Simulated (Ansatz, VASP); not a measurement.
## One calculation of MnS, two programs

File INCAR:

```
PREC     = Accurate       # precision mode
ENCUT    = 520            # plane-wave cutoff, eV
EDIFF    = 1E-8           # SCF threshold, eV
ISMEAR   = -1             # smearing method
SIGMA    = 0.05           # smearing width, eV
LREAL    = False          # projectors in reciprocal space
LASPH    = True           # aspherical terms in the spheres
NELM     = 150            # most SCF steps
ALGO     = Normal         # electronic algorithm
ISIF     = 2              # what is computed and relaxed
LWAVE    = False          # write WAVECAR
LCHARG   = False          # write CHGCAR
ISPIN    = 2              # spin polarisation
MAGMOM   = 4 0            # initial moments
LORBIT   = 11             # projections on sites
LMAXMIX  = 4              # l up to which the mixer works
GGA      = PS             # functional
LEFG     = True         
NBANDS   = 20             # bands
```

File KPOINTS:

```
regular mesh
0
Gamma
  10 10 10
```

The input POSCAR:

```
MnS
1.0
    0.0000000000      2.8000000000      2.8000000000
    2.8000000000      0.0000000000      2.8000000000
    2.8000000000      2.8000000000      0.0000000000
Mn S
1 1
Direct
    0.0000000000      0.0000000000      0.0000000000
    0.7500000000      0.7500000000      0.7500000000
```

Input for Ansatz:

```yaml
crystal:
  lattice:
    - [0.0, 2.8, 2.8]
    - [2.8, 0.0, 2.8]
    - [2.8, 2.8, 0.0]
  atoms:
    - { symbol: Mn, position: [0.0, 0.0, 0.0], spin: 4.0 }
    - { symbol: S, position: [0.75, 0.75, 0.75] }
magnetization:
  spin_polarized: true
kpoints:
  mp_grid: { grid: [10, 10, 10] }
  band_path:
    path:
      - [0.0, 0.0, 0.0]
      - [-0.5, -0.5, 0.0]
      - [-0.375, -0.375, 0.25]
      - [-0.375, 0.0, 0.375]
      - [0.0, 0.0, 0.0]
      - [0.0, 0.0, 0.5]
      - [-0.5, -0.25, 0.25]
      - [-0.5, -0.5, 0.0]
    npoints: 5
scf:
  occupations: { method: fermi_dirac, width: 0.05 }
hamiltonian:
  xc: pbesol
  pseudopotentials: { kind: paw }
output:
  forces: true
  stress: true
  eigenvalues: true
  efg: { contact_densities: true }
```

Alike in both runs: task electric field gradients; functional PBEsol; k mesh 10 × 10 × 10; occupations fermi-dirac, width 0.05 eV; collinear spin.

```csv
,VASP,Ansatz
version,VASP 6.6.1,Ansatz 0.2.0
potentials or method,"VASP PAW PBE potentials, release 64 (Mn_pv, S)","PAW with Ansatz's default frozen-core files, scalar-relativistic"
plane-wave cutoff (eV),520,420
valence electrons in the cell,19,21
```

```tsv
	VASP	Ansatz	Ansatz less VASP
pressure (GPa)	-2.1	-2.2	-0.11
net moment per atom (μB)	2.45	2.45	0.000
size of the moment on the site where the two differ most (μB)	4.30	4.13	-0.172
```

VASP's potentials were made for PBE, not for PBEsol. Site moments also hang on the region over which each program counts them. VASP's potentials hold 19 valence electrons a cell and Ansatz's 21, so a difference there can come from the potentials and not from the codes.
